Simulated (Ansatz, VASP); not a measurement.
## Two plane-wave programs on ZrC

```
Zr C
1.0
     0.00000    2.32647    2.32647
     2.32647    0.00000    2.32647
     2.32647    2.32647    0.00000
Zr C
1 1
Direct
  0.50000 0.50000 0.50000
  0.00000 0.00000 0.00000
```

Change from the starting cell: volume scaled by 0.97, PAW files.

Alike in both runs: task electric field gradients; functional PBEsol; k mesh 15 × 15 × 15; occupations fermi-dirac, width 0.05 eV; no spin polarisation.

```csv
,VASP,Ansatz
version,VASP 6.6.1,Ansatz 0.2.0
potentials or method,"VASP PAW PBE potentials, release 64 (Zr_sv, C)","PAW with Ansatz's default frozen-core files, scalar-relativistic"
plane-wave cutoff (eV),520,420
valence electrons in the cell,16,16
```

Ansatz gave:

| Item | Value |
| --- | --- |
| pressure (GPa) | 2.5 |

Question: Which values does VASP return?

Answer: Pressure (GPa): 2.9.

VASP's potentials were made for PBE, not for PBEsol.
